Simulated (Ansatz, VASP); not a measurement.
## One calculation of Fe, two programs

```
CELL_PARAMETERS angstrom
-1.43500 1.43500 1.43500
1.43500 -1.43500 1.43500
1.43500 1.43500 -1.43500
ATOMIC_POSITIONS crystal
Fe 0.00000 0.00000 0.00000
```

Alike in both runs: task single point; functional LDA; k mesh 20 × 20 × 20; occupations gaussian, width 0.05 eV; collinear spin.

|  | VASP | Ansatz |
| --- | --- | --- |
| version | VASP 6.6.1 | Ansatz 0.2.0 |
| potentials or method | VASP PAW LDA potentials, release 64 (Fe), cutoff 520 eV | scalar-relativistic, plane waves, PAW |
| valence electrons in the cell | 8 | 16 |

```csv
,VASP,Ansatz,Ansatz less VASP
pressure (GPa),-23.8,-23.0,+0.74
net moment per atom (μB),2.20,2.24,+0.037
size of the moment on the site where the two differ most (μB),2.18,2.26,+0.075
```

LDA's correlation is that of Perdew and Zunger in VASP and of Perdew and Wang (1992) in Ansatz. Site moments also hang on the region over which each program counts them. VASP's potentials hold 8 valence electrons a cell and Ansatz's 16, so a difference there can come from the potentials and not from the codes.
